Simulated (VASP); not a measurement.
# Fe (Im-3m) in VASP: notebook, part 2 of 2

VASP 6.6.1.

## (3) Single point, revPBE, collinear spin, ferromagnetic start (12.07 Å³/atom)

This run uses another cell than the first one, of 12.07 Å³/atom.

Input file INCAR:

```
SYSTEM = Fe
PREC = Accurate
ENCUT = 520
EDIFF = 1E-6
ISMEAR = -1
SIGMA = 0.05
LREAL = .False.
LASPH = .True.
NELM = 150
ALGO = Normal
ISIF = 2
LWAVE = .False.
LCHARG = .False.
ISPIN = 2
MAGMOM = 2.276
LORBIT = 11
LMAXMIX = 4
GGA = RE
NBANDS = 14
```

Input file KPOINTS:

```
regular mesh
0
Gamma
  25 25 25
  0 0 0
```

Input file POSCAR:

```
Fe
1.0
   -1.4451553506      1.4451553506      1.4451553506
    1.4451553506     -1.4451553506      1.4451553506
    1.4451553506      1.4451553506     -1.4451553506
Fe
1
Direct
    0.0000000000      0.0000000000      0.0000000000
```

Potentials or basis: VASP PAW PBE potentials, release 64 (Fe).

Launch:

```
cat potpaw_PBE.64/Fe/POTCAR > POTCAR
mpirun -np 1 vasp_std > vasp.out
```

OUTCAR:

```text
SYSTEM = Fe
   PREC = Accurate
   ENCUT = 520
   EDIFF = 1E-6
   ISMEAR = -1
   LREAL = .False.
   LASPH = .True.
   NELM = 150
   ISIF = 2
   ISPIN = 2
   LORBIT = 11
   GGA = RE

 ion  position               nearest neighbor table
   1  0.000  0.000  0.000-

  LATTYP: Found a body centered cubic cell.
 ALAT       =     2.8903107012

  Lattice vectors:

 A1 = (  -1.4451553506,   1.4451553506,   1.4451553506)
 A2 = (   1.4451553506,  -1.4451553506,   1.4451553506)
 A3 = (   1.4451553506,   1.4451553506,  -1.4451553506)

Analysis of symmetry for initial positions (statically):
=====================================================================
 Subroutine PRICEL returns:
 Original cell was already a primitive cell.

 Routine SETGRP: Setting up the symmetry group for a
 body centered cubic supercell.

 Subroutine GETGRP returns: Found 48 space group operations
 (whereof 48 operations were pure point group operations)
 out of a pool of 48 trial point group operations.

The static configuration has the point symmetry O_h .

Analysis of symmetry for dynamics (positions and initial velocities):
=====================================================================
 Subroutine PRICEL returns:
 Original cell was already a primitive cell.

 Routine SETGRP: Setting up the symmetry group for a
 body centered cubic supercell.

 Subroutine GETGRP returns: Found 48 space group operations
 (whereof 48 operations were pure point group operations)
 out of a pool of 48 trial point group operations.

The dynamic configuration has the point symmetry O_h .

Analysis of structural, dynamic, and magnetic symmetry:
=====================================================================
 Subroutine PRICEL returns:
 Original cell was already a primitive cell.

 Routine SETGRP: Setting up the symmetry group for a
 body centered cubic supercell.

 Subroutine GETGRP returns: Found 48 space group operations
 (whereof 48 operations were pure point group operations)
 out of a pool of 48 trial point group operations.

The overall configuration has the point symmetry O_h .

 Subroutine INISYM returns: Found 48 space group operations
 (whereof 48 operations are pure point group operations),
 and found     1 'primitive' translations

----------------------------------------------------------------------------------------

                                     Primitive cell

  volume of cell :      12.0727

  direct lattice vectors                    reciprocal lattice vectors
    -1.445155351  1.445155351  1.445155351     0.000000000  0.345983565  0.345983565
     1.445155351 -1.445155351  1.445155351     0.345983565  0.000000000  0.345983565
     1.445155351  1.445155351 -1.445155351     0.345983565  0.345983565  0.000000000

  length of vectors
     2.503082492  2.503082492  2.503082492     0.489294650  0.489294650  0.489294650

  position of ions in fractional coordinates (direct lattice)
     0.000000000  0.000000000  0.000000000

  ion indices of the primitive-cell ions
   primitive index   ion index
                 1           1

----------------------------------------------------------------------------------------

 KPOINTS: regular mesh

Automatic generation of k-mesh.
 Grid dimensions read from file:
 generate k-points for:   25   25   25

 Generating k-lattice:

  Cartesian coordinates                     Fractional coordinates (reciprocal lattice)
     0.000000000  0.013839343  0.013839343     0.040000000  0.000000000  0.000000000
[... 72 lines left out ...]
   EMIN   =  10.00;   EMAX   =-10.00  energy-range for DOS
   EFERMI =   0.00;   METHOD = LEGACY
   ISMEAR =    -1;   SIGMA  =   0.05  broadening in eV -4-tet -1-fermi 0-gaus
   EFERMI_NEDOS =   21; number of points for ismear=-14 and -15
   IALGO  =     38    algorithm
   IMIX   =      4    mixing-type and parameters
     AMIX     =   0.40;   BMIX     =  1.00
     AMIX_MAG =   1.60;   BMIX_MAG =  1.00
  volume/ion in A,a.u.               =      12.07        81.47
  Fermi-wavevector in a.u.,A,eV,Ry     =   1.427262  2.697134 27.716103  2.037076
  Thomas-Fermi vector in A             =   2.547450
   LORBIT       =     11    0 simple, 1 ext, 2 COOP (PROOUT), +10 PAW based schemes
   GGA     = RE    functional components
   LHFCALC =     F    Hartree Fock is set to
   AEXX    =    0.0000 exact exchange contribution
   IVDW    =     0    specifies the selected vdW correction
   LEPSILON=     F    determine dielectric tensor
   LRPA    =     F    only Hartree local field effects (RPA)
 spin polarized calculation
  energy-cutoff  :      520.00
  volume of cell :       12.07
 maximum number of plane-waves:       342
   NGX =  9   NGY =  9   NGZ =  9

 number of electron       7.9999995 magnetization       2.3233700

 Free energy of the ion-electron system (eV)
  ---------------------------------------------------
  ext. energy  EPLUGINS =         0.00000000
  ---------------------------------------------------
  free energy    TOTEN  =        -7.85437469 eV

  energy without entropy =       -7.84564514  energy(sigma->0) =       -7.85000991

 E-fermi :   5.2685     XC(G=0): -12.7047

 val. band max:        5.2682592095   @ k =  -0.4800  -0.4800   0.4000
 cond. band min:       5.2698054027   @ k =  -0.4800   0.4800   0.4800
 fundamental gap:      0.0015461933
 Fermi energy:         5.2685347744

 spin component 1

 k-point     1 :       0.0000    0.0000    0.0000
  band No.  band energies     occupation
      1      -2.7420      1.00000
      2       3.0837      1.00000
      3       3.0837      1.00000
      4       3.0837      1.00000
      5       4.1882      1.00000
      6       4.1882      1.00000
      7      29.7392      0.00000
      8      29.7392      0.00000
      9      29.7392      0.00000
     10      34.4516      0.00000
     11      34.4516      0.00000
     12      36.4434      0.00000
     13      36.4434      0.00000
     14      36.4439      0.00000
[... 379 lines left out ...]
      3       4.2052      1.00000
      4       4.2921      1.00000
      5       5.1517      0.91191
      6       6.0448      0.00000
      7      12.5357      0.00000
      8      22.9520      0.00000
      9      24.4477      0.00000
     10      28.2913      0.00000
     11      31.7679      0.00000
     12      38.4367      0.00000
     13      42.0487      0.00000
     14      44.9409      0.00000

 [... further k-points ...]

 spin component 2

 k-point     1 :       0.0000    0.0000    0.0000
  band No.  band energies     occupation
      1      -2.6256      1.00000
      2       5.1819      0.84971
      3       5.1821      0.84936
      4       5.1821      0.84933
      5       7.0978      0.00000
      6       7.0979      0.00000
      7      29.3827      0.00000
      8      29.3827      0.00000
      9      29.3827      0.00000
     10      34.5475      0.00000
     11      34.5475      0.00000
     12      37.0825      0.00000
     13      37.0903      0.00000
     14      37.1518      0.00000
[... 379 lines left out ...]
      3       5.6425      0.00056
      4       6.9448      0.00000
      5       7.3727      0.00000
      6       7.9955      0.00000
      7      13.8930      0.00000
      8      22.9992      0.00000
      9      25.0033      0.00000
     10      28.7075      0.00000
     11      32.4064      0.00000
     12      38.4197      0.00000
     13      42.3008      0.00000
     14      45.5305      0.00000

 [... further k-points ...]

------------------------ aborting loop because EDIFF is reached ----------------------------------------

  FORCE on cell =-STRESS in cart. coord.  units (eV):
  Direction    XX          YY          ZZ          XY          YZ          ZX
  --------------------------------------------------------------------------------------
  -------------------------------------------------------------------------------------
  Total       -0.4284768     -0.4284768     -0.4284768      0.0000000     -0.0000000      0.0000000
  in kB      -56.8635929    -56.8635929    -56.8635929      0.0000000     -0.0000000      0.0000000
  external PRESSURE =     -56.8635929 kB  Pullay stress =       0.0000000 kB

 VOLUME and BASIS-vectors are now :
 -----------------------------------------------------------------------------
  energy-cutoff  :      520.00
  volume of cell :       12.07
      direct lattice vectors                 reciprocal lattice vectors
    -1.445155351  1.445155351  1.445155351     0.000000000  0.345983565  0.345983565
     1.445155351 -1.445155351  1.445155351     0.345983565  0.000000000  0.345983565
     1.445155351  1.445155351 -1.445155351     0.345983565  0.345983565  0.000000000

 POSITION                                       TOTAL-FORCE (eV/Angst)
 -----------------------------------------------------------------------------------
      0.00000      0.00000      0.00000         0.000000      0.000000      0.000000
 -----------------------------------------------------------------------------------
    total drift:                                0.000000     -0.000000      0.000000

  FREE ENERGIE OF THE ION-ELECTRON SYSTEM (eV)
  ---------------------------------------------------
  free  energy   TOTEN  =        -7.8543746850 eV

  energy  without entropy=       -7.8456451407  energy(sigma->0) =       -7.85000991

 total charge

# of ion       s       p       d       tot
------------------------------------------
    1        0.461   0.488   6.197   7.145

 magnetization (x)

# of ion       s       p       d       tot
------------------------------------------
    1       -0.016  -0.059   2.410   2.335
```

stdout:

```text
POSCAR found type information on POSCAR Fe
 POSCAR found :  1 types and       1 ions
 scaLAPACK will be used
 -----------------------------------------------------------------------------
|                                                                             |
|                                                                             |
|     You enforced a specific xc type in the INCAR file but a different       |
|     I HOPE YOU KNOW WHAT YOU ARE DOING!                                     |
|                                                                             |
 -----------------------------------------------------------------------------

 LDA part: xc-table for (Slater+PW92), standard interpolation
 POSCAR, INCAR and KPOINTS ok, starting setup
 FFT: planning ... GRIDC
 FFT: planning ... GRID_SOFT
 FFT: planning ... GRID
 WAVECAR not read
 entering main loop
```

Wall time 56 s (1 thread of Intel Xeon 6975P-C (Granite Rapids), shared host); peak memory 0.23 GiB.

Results:

* Free energy: -7.8544 eV
* Pressure: -5.7 GPa
* Net moment: 2.32 μB per cell
* Site moments: Fe +2.33 μB
* Valence electrons inside the program's atomic spheres: Fe 7.14

Caveat: the cell stands under tension; the PAW data sets were made with another functional, which shifts forces and pressure a little.
